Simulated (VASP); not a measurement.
# Ga3Sb (I4/mmm) in VASP: a series of runs

Ga3Sb is run at these levels: r2SCAN; tasks: single point.

All numbers are computed with VASP 6.6.1; they aren't measurements. Logs are shortened: lines on timing, memory, paths and dates and some standing lists are left out, and cuts for length are marked.

### 1 The cell of the first run

It takes space group I4/mmm (No. 139, tetragonal). Conventional cell: a = 3.991 Å, b = 3.991 Å, c = 10.784 Å, α = 90.00°, β = 90.00°, γ = 90.00°. Ga (site symmetry -4m2) has 8 Ga at 2.82 to 3.35 Å and 4 Sb at 3.35 Å within 3.7 Å. Ga (site symmetry 4/mmm) has 4 Sb at 2.82 Å and 8 Ga at 3.35 Å within 3.7 Å. Within 3.7 Å of Sb (site symmetry 4/mmm) lie 12 Ga at 2.82 to 3.35 Å.

### 2 Single point, r2SCAN

Input file POSCAR:

```
Ga3Sb
1.0
   -1.9954473321      1.9954473321      5.3917940726
    1.9954473321     -1.9954473321      5.3917940726
    1.9954473321      1.9954473321     -5.3917940726
Ga Sb
3 1
Direct
    0.7500000000      0.2500000000      0.5000000000
    0.2500000000      0.7500000000      0.5000000000
    0.5000000000      0.5000000000      0.0000000000
    0.0000000000      0.0000000000      0.0000000000
```

Input file INCAR.step1:

```
SYSTEM = Ga3Sb
  ALGO = Normal
  EDIFF = 1E-4
  ENCUT = 520
  GGA = PE
  ISMEAR = 0
  KPAR = 4
  LASPH = .TRUE.
  LCHARG = .FALSE.
  LREAL = .FALSE.
  LWAVE = .TRUE.
  NBANDS = 30
  NELM = 80
  PREC = Accurate
  SIGMA = 0.15
```

Input file INCAR.step2:

```
SYSTEM = Ga3Sb
  ALGO = Normal
  EDIFF = 1E-6
  ENCUT = 520
  ISIF = 2
  ISMEAR = 0
  ISTART = 1
  KPAR = 4
  LASPH = .TRUE.
  LCHARG = .FALSE.
  LMIXTAU = .TRUE.
  LREAL = .FALSE.
  LWAVE = .FALSE.
  METAGGA = R2SCAN
  NBANDS = 30
  NELM = 80
  PREC = Accurate
  SIGMA = 0.15
```

Input file KPOINTS:

```
k-points
0
G
  16 16 16
  0 0 0
```

Potentials or basis: VASP PAW PBE potentials, release 64 (Ga_d, Sb).

Run with:

```sh
$ cat potpaw_PBE.64/Ga_d/POTCAR potpaw_PBE.64/Sb/POTCAR > POTCAR
$ cp INCAR.step1 INCAR
$ mpirun -np 4 vasp_std > vasp.out
$ cp INCAR.step2 INCAR
$ mpirun -np 4 vasp_std > vasp.out
```

OUTCAR:

```text
SYSTEM = Ga3Sb
   EDIFF = 1E-6
   ENCUT = 520
   ISIF = 2
   ISMEAR = 0
   ISTART = 1
   LASPH = .TRUE.
   LREAL = .FALSE.
   METAGGA = R2SCAN
   NELM = 80
   PREC = Accurate

 ion  position               nearest neighbor table
   1  0.750  0.250  0.500-   2 2.82   2 2.82   2 2.82   2 2.82
   2  0.250  0.750  0.500-   1 2.82   1 2.82   1 2.82   1 2.82
   3  0.500  0.500  0.000-   4 2.82   4 2.82   4 2.82   4 2.82
   4  0.000  0.000  0.000-   3 2.82   3 2.82   3 2.82   3 2.82

  LATTYP: Found a body centered tetragonal cell.
 ALAT       =     3.9908946642
 C/A-ratio  =     2.7020477994

  Lattice vectors:

 A1 = (  -1.9954473321,   1.9954473321,   5.3917940726)
 A2 = (   1.9954473321,  -1.9954473321,   5.3917940726)
 A3 = (   1.9954473321,   1.9954473321,  -5.3917940726)

Analysis of symmetry for initial positions (statically):
=====================================================================
 Subroutine PRICEL returns:
 Original cell was already a primitive cell.

 Routine SETGRP: Setting up the symmetry group for a
 body centered tetragonal supercell.

 Subroutine GETGRP returns: Found 16 space group operations
 (whereof 16 operations were pure point group operations)
 out of a pool of 16 trial point group operations.

The static configuration has the point symmetry D_4h.

Analysis of symmetry for dynamics (positions and initial velocities):
=====================================================================
 Subroutine PRICEL returns:
 Original cell was already a primitive cell.

 Routine SETGRP: Setting up the symmetry group for a
 body centered tetragonal supercell.

 Subroutine GETGRP returns: Found 16 space group operations
 (whereof 16 operations were pure point group operations)
 out of a pool of 16 trial point group operations.

The dynamic configuration has the point symmetry D_4h.

 Subroutine INISYM returns: Found 16 space group operations
 (whereof 16 operations are pure point group operations),
 and found     1 'primitive' translations

----------------------------------------------------------------------------------------

                                     Primitive cell

  volume of cell :      85.8764

  direct lattice vectors                    reciprocal lattice vectors
    -1.995447332  1.995447332  5.391794073     0.000000000  0.250570382  0.092733512
     1.995447332 -1.995447332  5.391794073     0.250570382  0.000000000  0.092733512
     1.995447332  1.995447332 -5.391794073     0.250570382  0.250570382  0.000000000

  length of vectors
     6.085644044  6.085644044  6.085644044     0.267179753  0.267179753  0.354360032

  position of ions in fractional coordinates (direct lattice)
     0.750000000  0.250000000  0.500000000
     0.250000000  0.750000000  0.500000000
     0.500000000  0.500000000  0.000000000
     0.000000000  0.000000000  0.000000000

  ion indices of the primitive-cell ions
   primitive index   ion index
                 1           1
                 2           2
                 3           3
                 4           4

----------------------------------------------------------------------------------------

 KPOINTS: k-points

Automatic generation of k-mesh.
 Grid dimensions read from file:
 generate k-points for:   16   16   16

 Generating k-lattice:

  Cartesian coordinates                     Fractional coordinates (reciprocal lattice)
     0.000000000  0.015660649  0.005795844     0.062500000  0.000000000 -0.000000000
     0.015660649  0.000000000  0.005795844     0.000000000  0.062500000 -0.000000000
     0.015660649  0.015660649  0.000000000     0.000000000  0.000000000  0.062500000

  Length of vectors
     0.016698735  0.016698735  0.022147502

  Shift w.r.t. Gamma in fractional coordinates (k-lattice)
     0.000000000  0.000000000  0.000000000

 Subroutine IBZKPT returns following result:
 ===========================================

 Found    349 irreducible k-points:

 Following reciprocal coordinates:
            Coordinates               Weight
  0.000000  0.000000  0.000000      1.000000
  0.062500  0.000000 -0.000000      8.000000
  0.125000  0.000000 -0.000000      8.000000
  0.187500  0.000000  0.000000      8.000000
  0.250000  0.000000 -0.000000      8.000000
  0.312500  0.000000  0.000000      8.000000
[... 16 lines left out ...]
 -0.125000  0.062500  0.000000     16.000000
 -0.062500  0.062500  0.000000      4.000000
 [... further k-points ...]
   k-points           NKPTS =    349   k-points in BZ     NKDIM =    349   number of bands    NBANDS=     30
   number of dos      NEDOS =    301   number of ions     NIONS =      4
   total plane-waves  NPLWV = 110592
   dimension x,y,z NGX =    48 NGY =   48 NGZ =   48
   dimension x,y,z NGXF=    96 NGYF=   96 NGZF=   96
   ions per type =               3   1
   NGX,Y,Z   is equivalent  to a cutoff of  13.11, 13.11, 13.11 a.u.
   NGXF,Y,Z  is equivalent  to a cutoff of  26.23, 26.23, 26.23 a.u.
 SYSTEM =  Ga3Sb
   PREC   = accura    normal or accurate (medium, high low for compatibility)
   ISTART =      1    job   : 0-new  1-cont  2-samecut
   ICHARG =      0    charge: 1-file 2-atom 10-const
   ISPIN  =      1    spin polarized calculation?
   LNONCOLLINEAR =      F non collinear calculations
   LSORBIT =      F    spin-orbit coupling
   LASPH  =      T    aspherical Exc in radial PAW
   ENCUT  =  520.0 eV  38.22 Ry    6.18 a.u.  11.32 11.32 11.32*2*pi/ulx,y,z
   NELM   =     80;   NELMIN=  2; NELMDL=  0     # of ELM steps
   EDIFF  = 0.1E-05   stopping-criterion for ELM
   LREAL  =      F    real-space projection
   EDIFFG = 0.1E-04   stopping-criterion for IOM
   NSW    =      0    number of steps for IOM
   IBRION =     -1    ionic relax: 0-MD 1-quasi-New 2-CG
   NFREE  =      0    steps in history (QN), initial steepest desc. (CG)
   ISIF   =      2    stress and relaxation
   ISYM   =      2    0-nonsym 1-usesym 2-fastsym
   POTIM  = 0.5000    time-step for ionic-motion
   TEBEG  =    0.0;   TEEND  =   0.0 temperature during run
   PSTRESS=    0.0 pullay stress
   NELECT =      44.0000    total number of electrons
   NUPDOWN=      -1.0000    fix difference up-down
   EMIN   =  10.00;   EMAX   =-10.00  energy-range for DOS
   EFERMI =   0.00;   METHOD = LEGACY
   ISMEAR =     0;   SIGMA  =   0.15  broadening in eV -4-tet -1-fermi 0-gaus
   EFERMI_NEDOS =   21; number of points for ismear=-14 and -15
   IALGO  =     38    algorithm
   IMIX   =      4    mixing-type and parameters
     AMIX     =   0.40;   BMIX     =  1.00
     AMIX_MAG =   1.60;   BMIX_MAG =  1.00
  volume/ion in A,a.u.               =      21.47       144.88
  Fermi-wavevector in a.u.,A,eV,Ry     =   1.309989  2.475521 23.348580  1.716072
  Thomas-Fermi vector in A             =   2.440550
   LORBIT       =      0    0 simple, 1 ext, 2 COOP (PROOUT), +10 PAW based schemes
   METAGGA = R2SCAN    functional components
   LHFCALC =     F    Hartree Fock is set to
   AEXX    =    0.0000 exact exchange contribution
   IVDW    =     0    specifies the selected vdW correction
   LEPSILON=     F    determine dielectric tensor
   LRPA    =     F    only Hartree local field effects (RPA)
 non-spin polarized calculation
 Gauss-broadening in eV      SIGMA  =   0.15
  energy-cutoff  :      520.00
  volume of cell :       85.88
 maximum number of plane-waves:      2360
 NGX is ok and might be reduce to    48
   NGX = 23   NGY = 23   NGZ = 23

 number of electron      44.0000011 magnetization

 Free energy of the ion-electron system (eV)
  ---------------------------------------------------
  ext. energy  EPLUGINS =         0.00000000
  ---------------------------------------------------
  free energy    TOTEN  =       -59.20940375 eV

  energy without entropy =      -59.19132106  energy(sigma->0) =      -59.20036241

 E-fermi :   6.1456     XC(G=0): -11.4902

 val. band max:        6.1453083716   @ k =  -0.3125  -0.4375   0.3125
 cond. band min:       6.1471475542   @ k =   0.5000   0.0000  -0.0000
 fundamental gap:      0.0018391826
 Fermi energy:         6.1456116167

 k-point     1 :       0.0000    0.0000    0.0000
  band No.  band energies     occupation
      1      -9.4721      2.00000
      2      -9.4705      2.00000
      3      -9.3984      2.00000
      4      -9.3984      2.00000
      5      -9.3976      2.00000
      6      -9.3890      2.00000
[... 22 lines left out ...]
     29      14.1379      0.00000
     30      16.0697      0.00000

 k-point     2 :       0.0625    0.0000   -0.0000
  band No.  band energies     occupation
      1      -9.4692      2.00000
      2      -9.4681      2.00000
      3      -9.3992      2.00000
      4      -9.3991      2.00000
      5      -9.3984      2.00000
      6      -9.3885      2.00000
[... 22 lines left out ...]
     29      14.0524      0.00000
     30      15.8043      0.00000

 k-point     3 :       0.1250    0.0000   -0.0000
  band No.  band energies     occupation
      1      -9.4658      2.00000
      2      -9.4562      2.00000
      3      -9.4022      2.00000
      4      -9.4015      2.00000
      5      -9.3992      2.00000
      6      -9.3869      2.00000
[... 22 lines left out ...]
     29      13.8205      0.00000
     30      14.7851      0.00000

 k-point     4 :       0.1875    0.0000    0.0000
  band No.  band energies     occupation
      1      -9.4609      2.00000
      2      -9.4385      2.00000
      3      -9.4056      2.00000
      4      -9.4046      2.00000
      5      -9.3996      2.00000
      6      -9.3844      2.00000
[... 22 lines left out ...]
     29      13.5422      0.00000
     30      13.9835      0.00000

 k-point     5 :       0.2500    0.0000   -0.0000
  band No.  band energies     occupation
      1      -9.4555      2.00000
      2      -9.4257      2.00000
      3      -9.4082      2.00000
      4      -9.4048      2.00000
      5      -9.3924      2.00000
      6      -9.3812      2.00000
[... 22 lines left out ...]
     29      13.2534      0.00000
     30      13.7201      0.00000
[... 526 lines left out ...]
     29      13.0458      0.00000
     30      13.7221      0.00000

 k-point    22 :      -0.1875    0.0625    0.0000
  band No.  band energies     occupation
      1      -9.4602      2.00000
      2      -9.4377      2.00000
      3      -9.4060      2.00000
      4      -9.4035      2.00000
      5      -9.4000      2.00000
      6      -9.3834      2.00000
[... 22 lines left out ...]
     29      13.7062      0.00000
     30      14.2447      0.00000

 k-point    23 :      -0.1250    0.0625    0.0000
  band No.  band energies     occupation
      1      -9.4651      2.00000
      2      -9.4531      2.00000
      3      -9.4031      2.00000
      4      -9.4007      2.00000
      5      -9.3994      2.00000
      6      -9.3861      2.00000
[... 22 lines left out ...]
     29      13.9827      0.00000
     30      15.0759      0.00000

 k-point    24 :      -0.0625    0.0625    0.0000
  band No.  band energies     occupation
      1      -9.4684      2.00000
      2      -9.4639      2.00000
      3      -9.3999      2.00000
      4      -9.3991      2.00000
      5      -9.3990      2.00000
      6      -9.3878      2.00000
[... 22 lines left out ...]
     29      14.1079      0.00000
     30      15.7447      0.00000

 [... further k-points ...]

------------------------ aborting loop because EDIFF is reached ----------------------------------------

  FORCE on cell =-STRESS in cart. coord.  units (eV):
  Direction    XX          YY          ZZ          XY          YZ          ZX
  --------------------------------------------------------------------------------------
  -------------------------------------------------------------------------------------
  Total        0.0993343      0.0993343     -0.0742072      0.0000000      0.0000000      0.0000000
  in kB        1.8532593      1.8532593     -1.3844681      0.0000000      0.0000000      0.0000000
  external PRESSURE =       0.7740168 kB  Pullay stress =       0.0000000 kB

 VOLUME and BASIS-vectors are now :
 -----------------------------------------------------------------------------
  energy-cutoff  :      520.00
  volume of cell :       85.88
      direct lattice vectors                 reciprocal lattice vectors
    -1.995447332  1.995447332  5.391794073     0.000000000  0.250570382  0.092733512
     1.995447332 -1.995447332  5.391794073     0.250570382  0.000000000  0.092733512
     1.995447332  1.995447332 -5.391794073     0.250570382  0.250570382  0.000000000

 POSITION                                       TOTAL-FORCE (eV/Angst)
 -----------------------------------------------------------------------------------
     -0.00000      1.99545      2.69590         0.000000      0.000000      0.000000
      1.99545     -0.00000      2.69590        -0.000000     -0.000000     -0.000000
      0.00000      0.00000      5.39179         0.000000     -0.000000     -0.000000
      0.00000      0.00000      0.00000         0.000000     -0.000000     -0.000000
 -----------------------------------------------------------------------------------
    total drift:                                0.000000     -0.000000      0.000000

  FREE ENERGIE OF THE ION-ELECTRON SYSTEM (eV)
  ---------------------------------------------------
  free  energy   TOTEN  =       -59.2094037549 eV

  energy  without entropy=      -59.1913210628  energy(sigma->0) =      -59.20036241
```

It took 52 min on 4 MPI ranks of AMD EPYC 9755, shared host; peak memory 0.92 GiB.

Results:

```yaml
Free_energy: -59.2094 eV
Pressure: 0.1 GPa
Band_gap_on_the_k_mesh: zero (bands 22 and 23 overlap by 4.64 eV)
```

Caveat: the PAW data sets were made with another functional, which shifts forces and pressure a little; spin-orbit coupling is left out, which moves the levels of the heavy elements.

### 3 Single point, r2SCAN

POSCAR is that of step 2.

Input file INCAR.step1:

```
SYSTEM = Ga3Sb
  PREC = Accurate
  ENCUT = 520
  ISMEAR = 0
  SIGMA = 0.1
  LREAL = .FALSE.
  LASPH = .TRUE.
  NELM = 60
  NBANDS = 30
  GGA = PE
  ALGO = Normal
  EDIFF = 1E-4
  LWAVE = .TRUE.
  LCHARG = .FALSE.
```

Input file INCAR.step2:

```
SYSTEM = Ga3Sb
  PREC = Accurate
  ENCUT = 520
  EDIFF = 1E-6
  ISMEAR = 0
  SIGMA = 0.1
  LREAL = .FALSE.
  LASPH = .TRUE.
  NELM = 60
  ALGO = Normal
  ISIF = 2
  LWAVE = .FALSE.
  LCHARG = .TRUE.
  METAGGA = R2SCAN
  LMIXTAU = .TRUE.
  LELF = .TRUE.
  LVHAR = .TRUE.
  NBANDS = 30
  ISTART = 1
```

Input file KPOINTS:

```
regular mesh
0
G
  14 14 14
  0 0 0
```

Potentials or basis: VASP PAW PBE potentials, release 64 (Ga_d, Sb).

Run with:

```sh
$ cat potpaw_PBE.64/Ga_d/POTCAR potpaw_PBE.64/Sb/POTCAR > POTCAR
$ cp INCAR.step1 INCAR
$ mpirun -np 1 vasp_std > vasp.out
$ cp INCAR.step2 INCAR
$ mpirun -np 1 vasp_std > vasp.out
```

Run time: 1.5 h. Hardware: 1 thread of Oxide Virtual Turin-like, shared host; peak memory 0.71 GiB.

It converged, with:

| Item | Value |
| --- | --- |
| Free energy | -59.2096 eV |
| Pressure | 0.0 GPa |
| Band gap on the k mesh | zero (bands 22 and 23 overlap by 4.54 eV) |

Stress tensor (GPa, compression positive):
```
 0.04  0.00  0.00
 0.00  0.04  0.00
 0.00  0.00 -0.06
```

Levels at points of the mesh, in eV from the Fermi level:
| k point | band 18 | band 19 | band 20 | band 21 | band 22 | band 23 | band 24 | band 25 | band 26 | band 27 |
| --- | --- | --- | --- | --- | --- | --- | --- | --- | --- | --- |
| (0.00, 0.00, 0.00) | -5.00 | -2.09 | -1.89 | -1.89 | -0.43 | -0.03 | -0.03 | 2.27 | 2.47 | 7.09 |
| (0.50, 0.00, 0.00) | -6.32 | -6.09 | -0.87 | -0.09 | -0.02 | 1.42 | 2.18 | 2.45 | 3.51 | 3.83 |
| (0.50, 0.50, 0.00) | -5.84 | -5.27 | -5.08 | -4.15 | -2.39 | -1.61 | -0.18 | 0.81 | 4.34 | 4.73 |
| (0.50, 0.50, 0.50) | -2.55 | -2.55 | -2.36 | -0.77 | 0.21 | 1.31 | 1.56 | 1.56 | 4.00 | 4.73 |

Caveat: the PAW data sets were made with another functional, which shifts forces and pressure a little; spin-orbit coupling is left out, which moves the levels of the heavy elements.

The gap in the log of VASP goes by the Fermi energy; the results here count the filled bands.